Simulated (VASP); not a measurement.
# C (Imma) in VASP: notebook

Runs on C. Level: r2SCAN. Tasks: single point.

Program: VASP 6.6.1. These are calculated values, not measurements. Logs are shortened: lines on timing, memory, paths and dates and some standing lists are left out, and cuts for length are marked.

### Step 1. The cell of the first run

The structure is orthorhombic, space group Imma (No. 74). The conventional cell has a = 2.499 Å, b = 2.536 Å, c = 3.560 Å, α = 90.00°, β = 90.00°, γ = 90.00°. Within 2.0 Å of C (site symmetry mm2) lie 4 C at 1.53 to 1.55 Å.

### Step 2. Single point, r2SCAN (strain +0.0150 x Voigt [0, 0, 0, 1, 0, 0])

Input file POSCAR:

```
C
1.0
    0.0000000000      1.7934927705      1.7934927705
    1.7801417077      0.0133510628      1.7801417077
    1.7801417077      1.7801417077      0.0133510628
C
2
Direct
    0.5000000000      0.5000000000      0.5000000000
    0.7500000000      0.7500000000      0.7500000000
```

Input file INCAR.step1:

```
PREC = Accurate ; ENCUT = 910
ISMEAR = 0 ; SIGMA = 0.05
LREAL = F ; LASPH = T
NELM = 120 ; NBANDS = 11
GGA = PE ; ALGO = Normal
EDIFF = 1E-5 ; LWAVE = T
LCHARG = F ; GGA_COMPAT = F
```

Input file INCAR.step2:

```
PREC = Accurate ; ENCUT = 910
EDIFF = 1E-6 ; ISMEAR = 0
SIGMA = 0.05 ; LREAL = F
LASPH = T ; NELM = 120
ALGO = Normal ; ISIF = 2
LWAVE = F ; LCHARG = F
METAGGA = R2SCAN ; LMIXTAU = T
NBANDS = 11 ; ISTART = 1
GGA_COMPAT = F
```

Input file KPOINTS:

```
regular mesh
0
Gamma
  12 12 12
```

Potentials or basis: VASP PAW PBE potentials, release 64 (C_h).

On the command line:

```bash
> cat potpaw_PBE.64/C_h/POTCAR > POTCAR
> cp INCAR.step1 INCAR
> mpirun -np 1 vasp_std > vasp.out
> cp INCAR.step2 INCAR
> mpirun -np 1 vasp_std > vasp.out
```

OUTCAR:

```text
PREC = Accurate
   ENCUT = 910
   EDIFF = 1E-6
   ISMEAR = 0
   LREAL = F
   LASPH = T
   NELM = 120
   ISIF = 2
   METAGGA = R2SCAN
   ISTART = 1

 ion  position               nearest neighbor table
   1  0.500  0.500  0.500-
   2  0.750  0.750  0.750-

  LATTYP: Found a body centered orthorhombic cell.
 ALAT       =     2.4986192919
 B/A-ratio  =     1.0151133501
 C/A-ratio  =     1.4249003147

  Lattice vectors:

 A1 = (  -1.7801417077,   1.7801417077,   0.0133510628)
 A2 = (  -1.7801417077,  -1.7801417077,  -0.0133510628)
 A3 = (   1.7801417077,   0.0133510628,   1.7801417077)

Analysis of symmetry for initial positions (statically):
=====================================================================
 Subroutine PRICEL returns:
 Original cell was already a primitive cell.

 Routine SETGRP: Setting up the symmetry group for a
 body centered orthorhombic supercell.

 Subroutine GETGRP returns: Found  8 space group operations
 (whereof  4 operations were pure point group operations)
 out of a pool of  8 trial point group operations.

The static configuration has the point symmetry C_2v.
 The point group associated with its full space group is D_2h.

Analysis of symmetry for dynamics (positions and initial velocities):
=====================================================================
 Subroutine PRICEL returns:
 Original cell was already a primitive cell.

 Routine SETGRP: Setting up the symmetry group for a
 body centered orthorhombic supercell.

 Subroutine GETGRP returns: Found  8 space group operations
 (whereof  4 operations were pure point group operations)
 out of a pool of  8 trial point group operations.

The dynamic configuration has the point symmetry C_2v.
 The point group associated with its full space group is D_2h.

 Subroutine INISYM returns: Found  8 space group operations
 (whereof  4 operations are pure point group operations),
 and found     1 'primitive' translations

----------------------------------------------------------------------------------------

                                     Primitive cell

  volume of cell :      11.2816

  direct lattice vectors                    reciprocal lattice vectors
     0.000000000  1.793492771  1.793492771    -0.280876516  0.278785623  0.278785623
     1.780141708  0.013351063  1.780141708     0.280876516 -0.282999008  0.282999008
     1.780141708  1.780141708  0.013351063     0.280876516  0.282999008 -0.282999008

  length of vectors
     2.536381800  2.517535948  2.517535948     0.484081052  0.488946310  0.488946310

  position of ions in fractional coordinates (direct lattice)
     0.500000000  0.500000000  0.500000000
     0.750000000  0.750000000  0.750000000

  ion indices of the primitive-cell ions
   primitive index   ion index
                 1           1
                 2           2

----------------------------------------------------------------------------------------

 KPOINTS: regular mesh

Automatic generation of k-mesh.
 Grid dimensions read from file:
 generate k-points for:   12   12   12

 Generating k-lattice:

  Cartesian coordinates                     Fractional coordinates (reciprocal lattice)
    -0.023406376  0.023232135  0.023232135     0.083333333  0.000000000 -0.000000000
     0.023406376 -0.023583251  0.023583251     0.000000000  0.083333333 -0.000000000
     0.023406376  0.023583251 -0.023583251     0.000000000  0.000000000  0.083333333

  Length of vectors
     0.040340088  0.040745526  0.040745526

  Shift w.r.t. Gamma in fractional coordinates (k-lattice)
     0.000000000  0.000000000  0.000000000

 Subroutine IBZKPT returns following result:
 ===========================================

 Found    280 irreducible k-points:

 Following reciprocal coordinates:
            Coordinates               Weight
  0.000000  0.000000  0.000000      1.000000
  0.083333 -0.000000 -0.000000      4.000000
  0.166667 -0.000000 -0.000000      4.000000
  0.250000 -0.000000 -0.000000      4.000000
  0.333333  0.000000  0.000000      4.000000
  0.416667 -0.000000 -0.000000      4.000000
[... 16 lines left out ...]
  0.250000  0.166667 -0.000000      8.000000
  0.333333  0.166667 -0.000000      8.000000
 [... further k-points ...]
   k-points           NKPTS =    280   k-points in BZ     NKDIM =    280   number of bands    NBANDS=     11
   number of dos      NEDOS =    301   number of ions     NIONS =      2
   total plane-waves  NPLWV =  21952
   dimension x,y,z NGX =    28 NGY =   28 NGZ =   28
   dimension x,y,z NGXF=    56 NGYF=   56 NGZF=   56
   ions per type =               2
   NGX,Y,Z   is equivalent  to a cutoff of  18.35, 18.49, 18.49 a.u.
   NGXF,Y,Z  is equivalent  to a cutoff of  36.70, 36.98, 36.98 a.u.
 SYSTEM =  unknown system
   PREC   = accura    normal or accurate (medium, high low for compatibility)
   ISTART =      1    job   : 0-new  1-cont  2-samecut
   ICHARG =      0    charge: 1-file 2-atom 10-const
   ISPIN  =      1    spin polarized calculation?
   LNONCOLLINEAR =      F non collinear calculations
   LSORBIT =      F    spin-orbit coupling
   LASPH  =      T    aspherical Exc in radial PAW
   ENCUT  =  910.0 eV  66.88 Ry    8.18 a.u.   6.24  6.19  6.19*2*pi/ulx,y,z
   NELM   =    120;   NELMIN=  2; NELMDL=  0     # of ELM steps
   EDIFF  = 0.1E-05   stopping-criterion for ELM
   LREAL  =      F    real-space projection
   EDIFFG = 0.1E-04   stopping-criterion for IOM
   NSW    =      0    number of steps for IOM
   IBRION =     -1    ionic relax: 0-MD 1-quasi-New 2-CG
   NFREE  =      0    steps in history (QN), initial steepest desc. (CG)
   ISIF   =      2    stress and relaxation
   ISYM   =      2    0-nonsym 1-usesym 2-fastsym
   POTIM  = 0.5000    time-step for ionic-motion
   TEBEG  =    0.0;   TEEND  =   0.0 temperature during run
   PSTRESS=    0.0 pullay stress
   NELECT =       8.0000    total number of electrons
   NUPDOWN=      -1.0000    fix difference up-down
   EMIN   =  10.00;   EMAX   =-10.00  energy-range for DOS
   EFERMI =   0.00;   METHOD = LEGACY
   ISMEAR =     0;   SIGMA  =   0.05  broadening in eV -4-tet -1-fermi 0-gaus
   EFERMI_NEDOS =   21; number of points for ismear=-14 and -15
   IALGO  =     38    algorithm
   IMIX   =      4    mixing-type and parameters
     AMIX     =   0.40;   BMIX     =  1.00
     AMIX_MAG =   1.60;   BMIX_MAG =  1.00
  volume/ion in A,a.u.               =       5.64        38.07
  Fermi-wavevector in a.u.,A,eV,Ry     =   1.459873  2.758760 28.997131  2.131229
  Thomas-Fermi vector in A             =   2.576389
   LORBIT       =      0    0 simple, 1 ext, 2 COOP (PROOUT), +10 PAW based schemes
   METAGGA = R2SCAN    functional components
   LHFCALC =     F    Hartree Fock is set to
   AEXX    =    0.0000 exact exchange contribution
   IVDW    =     0    specifies the selected vdW correction
   LEPSILON=     F    determine dielectric tensor
   LRPA    =     F    only Hartree local field effects (RPA)
 non-spin polarized calculation
 Gauss-broadening in eV      SIGMA  =   0.05
  energy-cutoff  :      910.00
  volume of cell :       11.28
 maximum number of plane-waves:       721
 NGX is ok and might be reduce to    28
   NGX = 13   NGY = 13   NGZ = 13

 number of electron       8.0000000 magnetization

 Free energy of the ion-electron system (eV)
  ---------------------------------------------------
  ext. energy  EPLUGINS =         0.00000000
  ---------------------------------------------------
  free energy    TOTEN  =       -19.71484257 eV

  energy without entropy =      -19.71484257  energy(sigma->0) =      -19.71484257

 E-fermi :  11.3698     XC(G=0): -14.3001

 val. band max:       10.9968933952   @ k =   0.0000   0.0000   0.0000
 cond. band min:      15.3660114839   @ k =   0.0000   0.3333   0.3333
 fundamental gap:      4.3691180887
 Fermi energy:        11.3697584238

 k-point     1 :       0.0000    0.0000    0.0000
  band No.  band energies     occupation
      1     -11.7511      2.00000
      2      10.9902      2.00000
      3      10.9949      2.00000
      4      10.9969      2.00000
      5      16.6551      0.00000
      6      16.8754      0.00000
      7      17.1256      0.00000
      8      24.9971      0.00000
      9      31.4746      0.00000
     10      38.4090      0.00000
     11      38.4155      0.00000

 k-point     2 :       0.0833   -0.0000   -0.0000
  band No.  band energies     occupation
      1     -11.5517      2.00000
      2       9.6351      2.00000
      3      10.6586      2.00000
      4      10.6663      2.00000
      5      17.2148      0.00000
      6      17.5598      0.00000
      7      17.6056      0.00000
      8      25.1846      0.00000
      9      31.8117      0.00000
     10      36.3617      0.00000
     11      36.4957      0.00000

 k-point     3 :       0.1667   -0.0000   -0.0000
  band No.  band energies     occupation
      1     -10.9565      2.00000
      2       6.9072      2.00000
      3       9.9350      2.00000
      4       9.9398      2.00000
      5      18.1908      0.00000
      6      18.5101      0.00000
      7      18.8545      0.00000
      8      25.7346      0.00000
      9      32.5291      0.00000
     10      34.7123      0.00000
     11      34.9192      0.00000

 k-point     4 :       0.2500   -0.0000   -0.0000
  band No.  band energies     occupation
      1      -9.9750      2.00000
      2       3.9011      2.00000
      3       9.1823      2.00000
      4       9.1894      2.00000
      5      19.0900      0.00000
      6      19.4009      0.00000
      7      19.7050      0.00000
      8      26.5196      0.00000
      9      32.9879      0.00000
     10      34.2841      0.00000
     11      34.5554      0.00000
[... 239 lines left out ...]
 k-point    22 :       0.1667    0.1667    0.0000
  band No.  band energies     occupation
      1     -10.6800      2.00000
      2       8.2563      2.00000
      3       8.2574      2.00000
      4       8.5675      2.00000
      5      16.1918      0.00000
      6      20.5603      0.00000
      7      20.5761      0.00000
      8      24.3913      0.00000
      9      31.7703      0.00000
     10      33.1704      0.00000
     11      39.7706      0.00000

 k-point    23 :       0.2500    0.1667   -0.0000
  band No.  band energies     occupation
      1      -9.9619      2.00000
      2       5.9963      2.00000
      3       7.4814      2.00000
      4       8.1058      2.00000
      5      16.5187      0.00000
      6      21.7631      0.00000
      7      21.8363      0.00000
      8      23.5995      0.00000
      9      31.9423      0.00000
     10      33.8289      0.00000
     11      39.3465      0.00000

 k-point    24 :       0.3333    0.1667   -0.0000
  band No.  band energies     occupation
      1      -8.8676      2.00000
      2       3.2773      2.00000
      3       6.9541      2.00000
      4       7.3204      2.00000
      5      17.3939      0.00000
      6      22.4755      0.00000
      7      22.6244      0.00000
      8      23.5198      0.00000
      9      32.9771      0.00000
     10      34.0447      0.00000
     11      39.2185      0.00000

 [... further k-points ...]
[... 5 lines left out ...]
  --------------------------------------------------------------------------------------
  -------------------------------------------------------------------------------------
  Total       -0.0577454     -0.0473067     -0.0473067      0.0000000     -0.6218828      0.0000000
  in kB       -8.2008467     -6.7183739     -6.7183739      0.0000000    -88.3181308      0.0000000
  external PRESSURE =      -7.2125315 kB  Pullay stress =       0.0000000 kB

 VOLUME and BASIS-vectors are now :
 -----------------------------------------------------------------------------
  energy-cutoff  :      910.00
  volume of cell :       11.28
      direct lattice vectors                 reciprocal lattice vectors
     0.000000000  1.793492771  1.793492771    -0.280876516  0.278785623  0.278785623
     1.780141708  0.013351063  1.780141708     0.280876516 -0.282999008  0.282999008
     1.780141708  1.780141708  0.013351063     0.280876516  0.282999008 -0.282999008

 POSITION                                       TOTAL-FORCE (eV/Angst)
 -----------------------------------------------------------------------------------
      1.78014      1.79349      1.79349         0.031374     -0.000000     -0.000000
      2.67021      2.69024      2.69024        -0.031374      0.000000      0.000000
 -----------------------------------------------------------------------------------
    total drift:                                0.000000      0.000000     -0.000000

  FREE ENERGIE OF THE ION-ELECTRON SYSTEM (eV)
  ---------------------------------------------------
  free  energy   TOTEN  =       -19.7148425732 eV

  energy  without entropy=      -19.7148425732  energy(sigma->0) =      -19.71484257
```

Run time: 6 min. Hardware: 1 thread of AMD EPYC 7R43 (Zen 3), shared host; peak memory 0.16 GiB.

What came out:

- Free energy: -19.7148 eV
- Pressure: -0.7 GPa
- Largest force: 0.031 eV/Å
- Band gap on the k mesh: 4.37 eV (least direct gap 5.66 eV)

Forces on the atoms (eV/Å):
```
C    0.031  0.000  0.000
C   -0.031  0.000  0.000
```

Stress tensor (GPa, compression positive):
```
-0.82  0.00  0.00
 0.00 -0.67 -8.83
 0.00 -8.83 -0.67
```

Levels at points of the mesh, in eV from the valence-band top:
| k point | band 2 | band 3 | band 4 | band 5 | band 6 | band 7 |
| --- | --- | --- | --- | --- | --- | --- |
| (0.00, 0.00, 0.00) | -0.01 | 0.00 | 0.00 | 5.66 | 5.88 | 6.13 |
| (0.50, 0.00, 0.00) | -14.08 | -2.93 | -2.89 | 8.81 | 9.11 | 9.46 |
| (0.00, 0.50, 0.00) | -14.10 | -3.07 | -3.03 | 8.77 | 8.87 | 9.20 |
| (0.50, 0.50, 0.00) | -13.61 | -6.68 | -6.68 | 5.04 | 5.04 | 17.99 |
| (0.00, 0.50, 0.50) | -13.52 | -6.83 | -6.52 | 4.73 | 5.35 | 17.98 |

Caveat: the cell differs from its parent crystal (strain +0.0150 x Voigt [0, 0, 0, 1, 0, 0]); the cutoff is under 1.25 times the usual one of these potentials, so pressure, stress and relaxed cells hold a basis-set (Pulay) error; the PAW data sets were made with another functional, which shifts forces and pressure a little.

### Step 3. Single point, r2SCAN (strain -0.0200 x Voigt [0, 0, 0, 1, 0, 0])

Input file POSCAR:

```
C
1.0
    0.0000000000      1.7623402906      1.7623402906
    1.7801417077     -0.0178014171      1.7801417077
    1.7801417077      1.7801417077     -0.0178014171
C
2
Direct
    0.5000000000      0.5000000000      0.5000000000
    0.7500000000      0.7500000000      0.7500000000
```

Input file INCAR.step1:

```
SYSTEM = C
ALGO = Normal
EDIFF = 1E-5
ENCUT = 910
GGA = PE
GGA_COMPAT = .FALSE.
ISMEAR = 0
LASPH = .TRUE.
LCHARG = .FALSE.
LREAL = .FALSE.
LWAVE = .TRUE.
NBANDS = 11
NELM = 120
PREC = Accurate
SIGMA = 0.05
```

Input file INCAR.step2:

```
SYSTEM = C
ALGO = Normal
EDIFF = 1E-6
ENCUT = 910
GGA_COMPAT = .FALSE.
ISIF = 2
ISMEAR = 0
ISTART = 1
LASPH = .TRUE.
LCHARG = .FALSE.
LMIXTAU = .TRUE.
LREAL = .FALSE.
LWAVE = .FALSE.
METAGGA = R2SCAN
NBANDS = 11
NELM = 120
PREC = Accurate
SIGMA = 0.05
```

Input file KPOINTS:

```
k-points
0
G
  12 12 12
  0 0 0
```

Potentials or basis: VASP PAW PBE potentials, release 64 (C_h).

On the command line:

```bash
> cat potpaw_PBE.64/C_h/POTCAR > POTCAR
> cp INCAR.step1 INCAR
> mpirun -np 1 vasp_std > vasp.out
> cp INCAR.step2 INCAR
> mpirun -np 1 vasp_std > vasp.out
```

It took 14 min on 1 thread of AMD EPYC, shared host; peak memory 0.17 GiB.

It converged, with:

* Free energy: -19.7112 eV
* Pressure: -0.6 GPa
* Largest force: 0.042 eV/Å
* Band gap on the k mesh: 4.36 eV (least direct gap 5.58 eV)

Forces in eV/Å, atoms in the order of the input:
```
C   -0.042  0.000  0.000
C    0.042  0.000  0.000
```

Stress tensor (GPa, compression positive):
```
-0.80  0.00  0.00
 0.00 -0.54 11.78
 0.00 11.78 -0.54
```

Levels at points of the mesh, in eV from the valence-band top:
```
           k point  band 1  band 2  band 3  band 4  band 5  band 6  band 7  band 8  band 9
(0.00, 0.00, 0.00)  -22.75   -0.01    0.00    0.00    5.58    5.87    6.21   14.01   20.48
(0.50, 0.00, 0.00)  -16.63  -14.10   -3.11   -3.05    8.71    8.80    9.23   16.75   23.26
(0.00, 0.50, 0.00)  -16.92  -14.08   -2.91   -2.87    8.75    9.16    9.54   16.80   23.24
(0.50, 0.50, 0.00)  -13.61  -13.61   -6.68   -6.68    5.03    5.03   17.98   17.98   24.75
(0.00, 0.50, 0.50)  -13.73  -13.49   -6.89   -6.47    4.63    5.45   17.98   18.03   24.51
```

Caveat: the cell differs from its parent crystal (strain -0.0200 x Voigt [0, 0, 0, 1, 0, 0]); the cutoff is under 1.25 times the usual one of these potentials, so pressure, stress and relaxed cells hold a basis-set (Pulay) error; the PAW data sets were made with another functional, which shifts forces and pressure a little. A k mesh can miss the band edges.
